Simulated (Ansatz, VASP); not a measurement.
# GaN: VASP beside Ansatz

The input INCAR:

```
PREC = Accurate
ENCUT = 520
EDIFF = 1E-6
ISMEAR = 0
SIGMA = 0.05
LREAL = Auto
LASPH = True
NELM = 80
ALGO = Normal
ISIF = 2
LWAVE = False
LCHARG = False
LDIPOL = True
IDIPOL = 3
DIPOL = 0.5 0.5 0.500
GGA = PS
NBANDS = 106
```

File KPOINTS:

```
regular mesh
0
Gamma
  8 5 1
```

File POSCAR:

```
GaN
1.0
    3.1825784906      0.0000000000      0.0000000000
    0.0000000000      5.1854260800      0.0000000000
    0.0000000000      0.0000000000     26.9435065639
Ga N
10 10
Direct
    0.0000000000      0.0008058930      0.2783602046
    0.5000000000      0.5008058930      0.3124586347
    0.5000000000      0.0008058930      0.3806554948
    0.0000000000      0.5008058930      0.4147539248
    0.0000000000      0.0008058930      0.4829507850
    0.5000000000      0.5008058930      0.5170492150
    0.5000000000      0.0008058930      0.5852460752
    0.0000000000      0.5008058930      0.6193445052
    0.0000000000      0.0008058930      0.6875413653
    0.5000000000      0.5008058930      0.7216397954
    0.0000000000      0.6241941070      0.2783602046
    0.5000000000      0.1241941070      0.3124586347
    0.5000000000      0.6241941070      0.3806554948
    0.0000000000      0.1241941070      0.4147539248
    0.0000000000      0.6241941070      0.4829507850
    0.5000000000      0.1241941070      0.5170492150
    0.5000000000      0.6241941070      0.5852460752
    0.0000000000      0.1241941070      0.6193445052
    0.0000000000      0.6241941070      0.6875413653
    0.5000000000      0.1241941070      0.7216397954
```

Input for Ansatz:

```yaml
crystal:
  lattice:
    - [3.1825784906, 0.0, 0.0]
    - [0.0, 5.18542608, 0.0]
    - [0.0, 0.0, 26.9435065639]
  atoms:
    - { symbol: Ga, position: [0.0, 0.000805893, 0.2783602046] }
    - { symbol: "N", position: [0.0, 0.624194107, 0.2783602046] }
    - { symbol: Ga, position: [0.5, 0.500805893, 0.3124586347] }
    - { symbol: "N", position: [0.5, 0.124194107, 0.3124586347] }
    - { symbol: Ga, position: [0.5, 0.000805893, 0.3806554948] }
    - { symbol: "N", position: [0.5, 0.624194107, 0.3806554948] }
    - { symbol: Ga, position: [0.0, 0.500805893, 0.4147539248] }
    - { symbol: "N", position: [0.0, 0.124194107, 0.4147539248] }
    - { symbol: Ga, position: [0.0, 0.000805893, 0.482950785] }
    - { symbol: "N", position: [0.0, 0.624194107, 0.482950785] }
    - { symbol: Ga, position: [0.5, 0.500805893, 0.517049215] }
    - { symbol: "N", position: [0.5, 0.124194107, 0.517049215] }
    - { symbol: Ga, position: [0.5, 0.000805893, 0.5852460752] }
    - { symbol: "N", position: [0.5, 0.624194107, 0.5852460752] }
    - { symbol: Ga, position: [0.0, 0.500805893, 0.6193445052] }
    - { symbol: "N", position: [0.0, 0.124194107, 0.6193445052] }
    - { symbol: Ga, position: [0.0, 0.000805893, 0.6875413653] }
    - { symbol: "N", position: [0.0, 0.624194107, 0.6875413653] }
    - { symbol: Ga, position: [0.5, 0.500805893, 0.7216397954] }
    - { symbol: "N", position: [0.5, 0.124194107, 0.7216397954] }
basis:
  ecutwfc: 420
kpoints:
  mp_grid: { grid: [8, 5, 1] }
hamiltonian:
  xc: pbesol
scf:
  occupations: { method: gaussian, width: 0.05 }
output:
  forces: true
  stress: true
  eigenvalues: true
  write_density: true
  write_potential: true
  elf: true
  volumetric_format: npy
efield:
  axis: 3
  dipole_correction: true
```

Alike in both runs: task single point; functional PBEsol; k mesh 8 × 5 × 1; occupations gaussian, width 0.05 eV; no spin polarisation.

```csv
,VASP,Ansatz
version,VASP 6.6.1,Ansatz 0.2.0
potentials or method,"VASP PAW PBE potentials, release 64 (Ga_d, N), cutoff 520 eV","scalar-relativistic, plane waves, PAW"
valence electrons in the cell,180,180
```

|  | VASP | Ansatz | Ansatz less VASP |
| --- | --- | --- | --- |
| gap on the k mesh at the Fermi level (eV) | 0.59 | 0.59 | +0.005 |
| least direct gap on the mesh (eV) | 0.59 | 0.59 | +0.005 |
| rms of the force components (eV/Å) | 0.670 | 0.668 | -0.0014 |

VASP's potentials were made for PBE, not for PBEsol. Ansatz's warnings: xc potential rough in thin density.
